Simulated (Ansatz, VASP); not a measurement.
**EuS in VASP and in Ansatz**

```
CELL_PARAMETERS angstrom
0.00000 2.93499 2.93499
2.93499 0.00000 2.93499
2.93499 2.93499 0.00000
ATOMIC_POSITIONS crystal
Eu 0.00000 0.00000 0.00000
S 0.50000 0.50000 0.50000
```

Alike in both runs: functional r2SCAN; k mesh 9 × 9 × 9; collinear spin.

Ansatz relaxed the structure, and its values are those at the end. VASP's run is a single point on that final structure, the one shown.

|  | VASP | Ansatz |
| --- | --- | --- |
| version | VASP 6.6.1 | Ansatz 0.2.0 |
| potentials or method | VASP PAW PBE potentials, release 64 (Eu, S), cutoff 800 eV | plane waves, PAW |
| occupations | fermi-dirac, width 0.1 eV | fermi-dirac |
| valence electrons in the cell | 23 | 23 |

```csv
,VASP,Ansatz,Ansatz less VASP
pressure (GPa),-0.4,0.0,+0.39
net moment per atom (μB),3.48,3.49,+0.003
size of the moment on the site where the two differ most (μB),6.51,6.78,+0.269
```

VASP's potentials were made for PBE, not for r2SCAN. Site moments also hang on the region over which each program counts them. Ansatz's warnings: given moment on shells, stress scf threshold loose.

Neither program's run includes spin-orbit coupling.
